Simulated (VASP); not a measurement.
**Rb: single point with RPBE**

The system is Rb.

```
CELL_PARAMETERS angstrom
0.00000 5.55653 5.55653
5.55653 0.00000 5.55653
5.55653 5.55653 0.00000
ATOMIC_POSITIONS crystal
Rb 0.12500 0.12500 0.12500
Rb 0.87500 0.87500 0.87500
```

This cell differs from its parent crystal: volume scaled by 1.08.

```yaml
Program: VASP 6.6.1
Task: single point
Functional: RPBE
Potentials_or_basis: VASP PAW PBE potentials, release 64 (Rb_sv)
Cutoff: 520 eV
k_mesh: 6 × 6 × 6
Occupations: fermi-dirac, width 0.1 eV
Spin: no spin polarisation
```

```json
{
 "Pressure": "0.0 GPa",
 "Band gap on the k mesh": "zero (band 9 reaches -0.81 eV, above the bottom of band 10 at -0.88 eV)"
}
```

Levels at points of the mesh, in eV from the Fermi level:
```csv
k point,band 5,band 6,band 7,band 8,band 9,band 10,band 11,band 12,band 13,band 14
"(0.00, 0.00, 0.00)",-13.51,-13.47,-13.47,-13.47,-1.27,1.90,1.90,1.90,2.16,2.16
"(0.50, 0.00, 0.00)",-13.51,-13.47,-13.47,-13.47,-0.53,0.06,1.77,1.77,1.84,1.94
"(0.50, 0.50, 0.00)",-13.49,-13.49,-13.46,-13.46,0.00,0.00,1.17,1.17,1.40,1.40
```

Run time: 88 s on 1 thread of Intel(R) Xeon(R) Platinum 8488C (Sapphire Rapids) (shared host), peak memory 0.49 GiB.

Caveat: the PAW data sets were made with another functional, which shifts forces and pressure a little.
